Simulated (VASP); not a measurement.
Set up this calculation in VASP 6.6.1, as the native input.

```yaml
Task: single point
Functional: PBE
Potentials_or_basis: VASP PAW PBE potentials, release 64 (Al, O)
Cutoff: 520 eV
k_mesh: 6 × 6 × 6
Occupations: gaussian, width 0.05 eV
Spin: no spin polarisation
Dipole_correction: no
Further_INCAR_settings: ALGO = Normal; EDIFF = 1e-07; NBANDS = 35
```

The structure of Al2O3 lies in POSCAR:

```
Al2O3
1.0
    2.4040892951      1.3880016017      4.3737619113
   -2.4040892951      1.3880016017      4.3737619113
    0.0000000000     -2.7760032034      4.3737619113
Al O
4 6
Direct
    0.8406975503      0.8406975503      0.8406975503
    0.6593024497      0.6593024497      0.6593024497
    0.1593024497      0.1593024497      0.1593024497
    0.3406975503      0.3406975503      0.3406975503
    0.0561574040      0.4438425960      0.7500000000
    0.7500000000      0.0561574040      0.4438425960
    0.4438425960      0.7500000000      0.0561574040
    0.9438425960      0.5561574040      0.2500000000
    0.2500000000      0.9438425960      0.5561574040
    0.5561574040      0.2500000000      0.9438425960
```

This cell differs from its parent crystal: atoms shifted along a free coordinate, c/a of the conventional cell at fixed volume 2.7290.

One way to write it, as run:

INCAR

```
SYSTEM = Al2O3
ALGO = Normal
EDIFF = 1E-7
ENCUT = 520
GGA = PE
ISIF = 2
ISMEAR = 0
LASPH = .TRUE.
LCHARG = .FALSE.
LREAL = .FALSE.
LWAVE = .FALSE.
NBANDS = 35
NELM = 100
PREC = Accurate
SIGMA = 0.05
```

KPOINTS

```
k-points
0
G
  6 6 6
  0 0 0
```

Potentials or basis: VASP PAW PBE potentials, release 64 (Al, O).

Launch:

```console
$ cat potpaw_PBE.64/Al/POTCAR potpaw_PBE.64/O/POTCAR > POTCAR
$ mpirun -np 1 vasp_std > vasp.out
```

Results of the run:

```
Pressure               : 3.5 GPa
Largest force          : 3.089 eV/Å
Band gap on the k mesh : 6.05 eV
```

Caveat: the stress differs along the axes, from -1 to 13 GPa; forces of over 1 eV/Å act on the atoms, so gaps and moduli don't describe the material at rest.

Run time: 3.4 min on 1 thread of Intel Xeon 8259CL, on a shared host, peak memory 0.26 GiB.
